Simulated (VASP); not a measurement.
# P2O (antifluorite type) (Fm-3m) in VASP: a series of runs

Runs on P2O (antifluorite type). Level: PBE. Tasks: single point.

All numbers are computed with VASP 6.6.1; they aren't measurements. Logs are shortened: lines on timing, memory, paths and dates and some standing lists are left out, and cuts for length are marked.

## 1. The cell of the first run

It takes space group Fm-3m (No. 225, cubic). Conventional cell: a = 5.319 Å, b = 5.319 Å, c = 5.319 Å, α = 90.00°, β = 90.00°, γ = 90.00°. Within 3.0 Å of P (site symmetry -43m) lie 4 O at 2.30 Å and 6 P at 2.66 Å. O (site symmetry m-3m) has 8 P at 2.30 Å within 3.0 Å.

## 2. Single point, PBE

The input, INCAR:

```
ALGO     = Normal         # electronic algorithm
EDIFF    = 1E-7           # SCF threshold, eV
ENCUT    = 520            # plane-wave cutoff, eV
GGA      = PE             # functional
ISIF     = 2              # what is computed and relaxed
ISMEAR   = -1             # smearing method
LASPH    = T              # aspherical terms in the spheres
LCHARG   = T              # write CHGCAR
LELF     = T              # ELF
LREAL    = F              # projectors in reciprocal space
LVHAR    = T            
LWAVE    = F              # write WAVECAR
NBANDS   = 15             # bands
NELM     = 100            # most SCF steps
PREC     = Accurate       # precision mode
SIGMA    = 0.06122561905347299 # smearing width, eV
```

The input, KPOINTS:

```
k-points
0
Gamma
  18 18 18
```

The input, POSCAR:

```
P2O
1.0
    0.0000000000      2.6593179528      2.6593179528
    2.6593179528      0.0000000000      2.6593179528
    2.6593179528      2.6593179528      0.0000000000
P O
2 1
Direct
    0.2500000000      0.2500000000      0.2500000000
    0.7500000000      0.7500000000      0.7500000000
    0.0000000000      0.0000000000      0.0000000000
```

Potentials or basis: VASP PAW PBE potentials, release 64 (P, O).

Command:

```console
cat potpaw_PBE.64/P/POTCAR potpaw_PBE.64/O/POTCAR > POTCAR
mpirun -np 1 vasp_std > vasp.out
```

OUTCAR:

```text
EDIFF = 1E-7
   ENCUT = 520
   GGA = PE
   ISIF = 2
   ISMEAR = -1
   LASPH = T
   LREAL = F
   NELM = 100
   PREC = Accurate

 ion  position               nearest neighbor table
   1  0.250  0.250  0.250-   3 2.30   3 2.30   3 2.30   3 2.30   2 2.66   2 2.66   2 2.66   2 2.66
                             2 2.66   2 2.66
   2  0.750  0.750  0.750-   3 2.30   3 2.30   3 2.30   3 2.30   1 2.66   1 2.66   1 2.66   1 2.66
                             1 2.66   1 2.66
   3  0.000  0.000  0.000-   2 2.30   2 2.30   2 2.30   1 2.30   2 2.30   1 2.30   1 2.30   1 2.30

  LATTYP: Found a face centered cubic cell.
 ALAT       =     5.3186359056

  Lattice vectors:

 A1 = (   0.0000000000,   2.6593179528,   2.6593179528)
 A2 = (   2.6593179528,   0.0000000000,   2.6593179528)
 A3 = (   2.6593179528,   2.6593179528,   0.0000000000)

Analysis of symmetry for initial positions (statically):
=====================================================================
 Subroutine PRICEL returns:
 Original cell was already a primitive cell.

 Routine SETGRP: Setting up the symmetry group for a
 face centered cubic supercell.

 Subroutine GETGRP returns: Found 48 space group operations
 (whereof 48 operations were pure point group operations)
 out of a pool of 48 trial point group operations.

The static configuration has the point symmetry O_h .

Analysis of symmetry for dynamics (positions and initial velocities):
=====================================================================
 Subroutine PRICEL returns:
 Original cell was already a primitive cell.

 Routine SETGRP: Setting up the symmetry group for a
 face centered cubic supercell.

 Subroutine GETGRP returns: Found 48 space group operations
 (whereof 48 operations were pure point group operations)
 out of a pool of 48 trial point group operations.

The dynamic configuration has the point symmetry O_h .

 Subroutine INISYM returns: Found 48 space group operations
 (whereof 48 operations are pure point group operations),
 and found     1 'primitive' translations

----------------------------------------------------------------------------------------

                                     Primitive cell

  volume of cell :      37.6132

  direct lattice vectors                    reciprocal lattice vectors
     0.000000000  2.659317953  2.659317953    -0.188018134  0.188018134  0.188018134
     2.659317953  0.000000000  2.659317953     0.188018134 -0.188018134  0.188018134
     2.659317953  2.659317953  0.000000000     0.188018134  0.188018134 -0.188018134

  length of vectors
     3.760843516  3.760843516  3.760843516     0.325656961  0.325656961  0.325656961

  position of ions in fractional coordinates (direct lattice)
     0.250000000  0.250000000  0.250000000
     0.750000000  0.750000000  0.750000000
     0.000000000  0.000000000  0.000000000

  ion indices of the primitive-cell ions
   primitive index   ion index
                 1           1
                 2           2
                 3           3

----------------------------------------------------------------------------------------

 KPOINTS: k-points

Automatic generation of k-mesh.
 Grid dimensions read from file:
 generate k-points for:   18   18   18

 Generating k-lattice:

  Cartesian coordinates                     Fractional coordinates (reciprocal lattice)
    -0.010445452  0.010445452  0.010445452     0.055555556  0.000000000  0.000000000
     0.010445452 -0.010445452  0.010445452     0.000000000  0.055555556  0.000000000
     0.010445452  0.010445452 -0.010445452     0.000000000  0.000000000  0.055555556

  Length of vectors
     0.018092053  0.018092053  0.018092053

  Shift w.r.t. Gamma in fractional coordinates (k-lattice)
     0.000000000  0.000000000  0.000000000

 Subroutine IBZKPT returns following result:
 ===========================================

 Found    195 irreducible k-points:

 Following reciprocal coordinates:
            Coordinates               Weight
  0.000000  0.000000  0.000000      1.000000
  0.055556  0.000000  0.000000      8.000000
  0.111111  0.000000  0.000000      8.000000
  0.166667  0.000000  0.000000      8.000000
  0.222222  0.000000  0.000000      8.000000
  0.277778  0.000000  0.000000      8.000000
[... 16 lines left out ...]
 -0.277778  0.055556  0.000000     24.000000
 -0.222222  0.055556  0.000000     24.000000
 [... further k-points ...]
   k-points           NKPTS =    195   k-points in BZ     NKDIM =    195   number of bands    NBANDS=     15
   number of dos      NEDOS =    301   number of ions     NIONS =      3
   total plane-waves  NPLWV =  21952
   dimension x,y,z NGX =    28 NGY =   28 NGZ =   28
   dimension x,y,z NGXF=    56 NGYF=   56 NGZF=   56
   ions per type =               2   1
   NGX,Y,Z   is equivalent  to a cutoff of  12.38, 12.38, 12.38 a.u.
   NGXF,Y,Z  is equivalent  to a cutoff of  24.75, 24.75, 24.75 a.u.
 SYSTEM =  unknown system
   PREC   = accura    normal or accurate (medium, high low for compatibility)
   ISTART =      0    job   : 0-new  1-cont  2-samecut
   ICHARG =      2    charge: 1-file 2-atom 10-const
   ISPIN  =      1    spin polarized calculation?
   LNONCOLLINEAR =      F non collinear calculations
   LSORBIT =      F    spin-orbit coupling
   LASPH  =      T    aspherical Exc in radial PAW
   ENCUT  =  520.0 eV  38.22 Ry    6.18 a.u.   6.99  6.99  6.99*2*pi/ulx,y,z
   NELM   =    100;   NELMIN=  2; NELMDL= -5     # of ELM steps
   EDIFF  = 0.1E-06   stopping-criterion for ELM
   LREAL  =      F    real-space projection
   EDIFFG = 0.1E-05   stopping-criterion for IOM
   NSW    =      0    number of steps for IOM
   IBRION =     -1    ionic relax: 0-MD 1-quasi-New 2-CG
   NFREE  =      0    steps in history (QN), initial steepest desc. (CG)
   ISIF   =      2    stress and relaxation
   ISYM   =      2    0-nonsym 1-usesym 2-fastsym
   POTIM  = 0.5000    time-step for ionic-motion
   TEBEG  =    0.0;   TEEND  =   0.0 temperature during run
   PSTRESS=    0.0 pullay stress
   NELECT =      16.0000    total number of electrons
   NUPDOWN=      -1.0000    fix difference up-down
   EMIN   =  10.00;   EMAX   =-10.00  energy-range for DOS
   EFERMI =   0.00;   METHOD = LEGACY
   ISMEAR =    -1;   SIGMA  =   0.06  broadening in eV -4-tet -1-fermi 0-gaus
   EFERMI_NEDOS =   21; number of points for ismear=-14 and -15
   IALGO  =     38    algorithm
   IMIX   =      4    mixing-type and parameters
     AMIX     =   0.40;   BMIX     =  1.00
     AMIX_MAG =   1.60;   BMIX_MAG =  1.00
  volume/ion in A,a.u.               =      12.54        84.61
  Fermi-wavevector in a.u.,A,eV,Ry     =   1.231217  2.326663 20.625004  1.515895
  Thomas-Fermi vector in A             =   2.366035
   LORBIT       =      0    0 simple, 1 ext, 2 COOP (PROOUT), +10 PAW based schemes
   GGA     = PE    functional components
   LHFCALC =     F    Hartree Fock is set to
   AEXX    =    0.0000 exact exchange contribution
   IVDW    =     0    specifies the selected vdW correction
   LEPSILON=     F    determine dielectric tensor
   LRPA    =     F    only Hartree local field effects (RPA)
 non-spin polarized calculation
  energy-cutoff  :      520.00
  volume of cell :       37.61
 maximum number of plane-waves:      1026
   NGX = 13   NGY = 13   NGZ = 13

 number of electron      16.0000005 magnetization

 Free energy of the ion-electron system (eV)
  ---------------------------------------------------
  ext. energy  EPLUGINS =         0.00000000
  ---------------------------------------------------
  free energy    TOTEN  =       -12.82454989 eV

  energy without entropy =      -12.80328744  energy(sigma->0) =      -12.81391867

 E-fermi :   8.2307     XC(G=0): -11.3846

 val. band max:        8.2160922270   @ k =   0.5000   0.3333   0.1667
 cond. band min:       8.2434880826   @ k =   0.3889   0.2778   0.0556
 fundamental gap:      0.0273958556
 Fermi energy:         8.2307232443

 k-point     1 :       0.0000    0.0000    0.0000
  band No.  band energies     occupation
      1     -12.0460      2.00000
      2      -2.9944      2.00000
      3       3.2002      2.00000
      4       3.2002      2.00000
      5       3.2002      2.00000
      6       3.6047      2.00000
      7       5.6648      2.00000
      8       5.6648      2.00000
      9       5.6648      2.00000
     10      11.8665      0.00000
     11      11.8665      0.00000
     12      11.8665      0.00000
     13      14.4782      0.00000
     14      14.4782      0.00000
     15      18.7630      0.00000

 k-point     2 :       0.0556    0.0000    0.0000
  band No.  band energies     occupation
      1     -12.0248      2.00000
      2      -3.0282      2.00000
      3       2.9722      2.00000
      4       3.1518      2.00000
      5       3.1518      2.00000
      6       3.4848      2.00000
      7       5.7352      2.00000
      8       5.7352      2.00000
      9       6.1075      2.00000
     10      11.6454      0.00000
     11      11.6454      0.00000
     12      11.8070      0.00000
     13      14.8098      0.00000
     14      14.8098      0.00000
     15      18.4915      0.00000

 k-point     3 :       0.1111    0.0000    0.0000
  band No.  band energies     occupation
      1     -11.9626      2.00000
      2      -3.1242      2.00000
      3       2.2076      2.00000
      4       3.0263      2.00000
      5       3.0263      2.00000
      6       3.6656      2.00000
      7       5.9201      2.00000
      8       5.9201      2.00000
      9       6.9517      2.00000
     10      11.1934      0.00000
     11      11.1934      0.00000
     12      11.6625      0.00000
     13      15.5956      0.00000
     14      15.5956      0.00000
     15      18.0821      0.00000

 k-point     4 :       0.1667    0.0000    0.0000
  band No.  band energies     occupation
      1     -11.8640      2.00000
      2      -3.2687      2.00000
      3       1.3635      2.00000
      4       2.8634      2.00000
      5       2.8634      2.00000
      6       4.0240      2.00000
      7       6.1597      2.00000
      8       6.1597      2.00000
      9       7.7901      1.99850
     10      10.7498      0.00000
     11      10.7498      0.00000
     12      11.5147      0.00000
     13      16.5998      0.00000
     14      16.5998      0.00000
     15      17.6141      0.00000
[... 307 lines left out ...]
 k-point    22 :      -0.3333    0.0556    0.0000
  band No.  band energies     occupation
      1     -11.3953      2.00000
      2      -3.8650      2.00000
      3      -0.8912      2.00000
      4       2.3560      2.00000
      5       2.4596      2.00000
      6       5.5476      2.00000
      7       6.6962      2.00000
      8       6.8528      2.00000
      9       9.0872      0.00000
     10       9.8545      0.00000
     11      10.2521      0.00000
     12      11.6908      0.00000
     13      17.0244      0.00000
     14      18.7251      0.00000
     15      18.9370      0.00000

 k-point    23 :      -0.2778    0.0556    0.0000
  band No.  band energies     occupation
      1     -11.5322      2.00000
      2      -3.6965      2.00000
      3      -0.3940      2.00000
      4       2.4408      2.00000
      5       2.6079      2.00000
      6       5.0362      2.00000
      7       6.6046      2.00000
      8       6.7755      2.00000
      9       8.9923      0.00001
     10       9.7663      0.00000
     11      10.3495      0.00000
     12      11.8244      0.00000
     13      16.7856      0.00000
     14      18.6636      0.00000
     15      18.7353      0.00000

 k-point    24 :      -0.2222    0.0556    0.0000
  band No.  band energies     occupation
      1     -11.6753      2.00000
      2      -3.5170      2.00000
      3       0.2396      2.00000
      4       2.5666      2.00000
      5       2.7725      2.00000
      6       4.5042      2.00000
      7       6.4286      2.00000
      8       6.6620      2.00000
      9       8.7157      0.00073
     10       9.8526      0.00000
     11      10.4511      0.00000
     12      11.8950      0.00000
     13      16.8065      0.00000
     14      17.7505      0.00000
     15      18.3949      0.00000

 [... further k-points ...]
[... 5 lines left out ...]
  --------------------------------------------------------------------------------------
  -------------------------------------------------------------------------------------
  Total        1.5982305      1.5982305      1.5982305     -0.0000000     -0.0000000      0.0000000
  in kB       68.0783783     68.0783783     68.0783783     -0.0000000     -0.0000000      0.0000000
  external PRESSURE =      68.0783783 kB  Pullay stress =       0.0000000 kB

 VOLUME and BASIS-vectors are now :
 -----------------------------------------------------------------------------
  energy-cutoff  :      520.00
  volume of cell :       37.61
      direct lattice vectors                 reciprocal lattice vectors
     0.000000000  2.659317953  2.659317953    -0.188018134  0.188018134  0.188018134
     2.659317953  0.000000000  2.659317953     0.188018134 -0.188018134  0.188018134
     2.659317953  2.659317953  0.000000000     0.188018134  0.188018134 -0.188018134

 POSITION                                       TOTAL-FORCE (eV/Angst)
 -----------------------------------------------------------------------------------
      1.32966      1.32966      1.32966         0.000000     -0.000000      0.000000
      3.98898      3.98898      3.98898        -0.000000      0.000000     -0.000000
      0.00000      0.00000      0.00000         0.000000     -0.000000      0.000000
 -----------------------------------------------------------------------------------
    total drift:                               -0.000000     -0.000000      0.000000

  FREE ENERGIE OF THE ION-ELECTRON SYSTEM (eV)
  ---------------------------------------------------
  free  energy   TOTEN  =       -12.8245498947 eV

  energy  without entropy=      -12.8032874445  energy(sigma->0) =      -12.81391867
```

It took 54 s on 1 thread of AMD EPYC 9R45 (Zen 5), shared host; peak memory 0.19 GiB.

Results:

| Property | Result |
| --- | --- |
| Free energy | -12.8245 eV |
| Pressure | 6.8 GPa |
| Band gap on the k mesh | zero (bands 8 and 9 overlap by 3.43 eV) |

Levels at points of the mesh, in eV from the Fermi level:
```
           k point  band 4  band 5  band 6  band 7  band 8  band 9  band 10  band 11  band 12  band 13
(0.00, 0.00, 0.00)   -5.03   -5.03   -4.63   -2.57   -2.57   -2.57     3.64     3.64     3.64     6.25
(0.50, 0.00, 0.00)   -5.97   -5.97   -1.58   -1.58   -1.49    0.72     2.18     2.18     2.40    10.22
(0.50, 0.50, 0.00)   -7.47   -7.47   -5.22   -1.03    0.86    0.86     4.95     4.95     5.67     6.82
```

Caveat: the cell stands under pressure.

## 3. Single point, PBE

The input, INCAR:

```
SYSTEM = P2O
ALGO = Normal
EDIFF = 1E-7
ENCUT = 520
GGA = PE
ISIF = 2
ISMEAR = -1
LASPH = .True.
LCHARG = .False.
LREAL = .False.
LWAVE = .False.
NBANDS = 15
NELM = 80
PREC = Accurate
SIGMA = 0.06122561905347299
```

The input, KPOINTS:

```
k-points
0
Gamma
  18 18 18
  0 0 0
```

POSCAR is that of step 2.

Potentials or basis: VASP PAW PBE potentials, release 64 (P, O).

Command:

```console
cat potpaw_PBE.64/P/POTCAR potpaw_PBE.64/O/POTCAR > POTCAR
mpirun -np 1 vasp_std > vasp.out
```

It took 57 s on 1 thread of AMD EPYC 9R45 (Zen 5), shared host; peak memory 0.19 GiB.

It converged, with:

```
Free energy            : -12.8245 eV
Pressure               : 6.8 GPa
Band gap on the k mesh : zero (bands 8 and 9 overlap by 3.43 eV)
```

Levels at points of the mesh, in eV from the Fermi level:
```tsv
k point	band 4	band 5	band 6	band 7	band 8	band 9	band 10	band 11	band 12	band 13
(0.00, 0.00, 0.00)	-5.03	-5.03	-4.63	-2.57	-2.57	-2.57	3.64	3.64	3.64	6.25
(0.50, 0.00, 0.00)	-5.97	-5.97	-1.58	-1.58	-1.49	0.72	2.18	2.18	2.40	10.22
(0.50, 0.50, 0.00)	-7.47	-7.47	-5.22	-1.03	0.86	0.86	4.95	4.95	5.67	6.82
```

Caveat: the cell stands under pressure.

(Part 1 of 2 ends here.)

The gap in the log of VASP goes by the Fermi energy; the results here count the filled bands.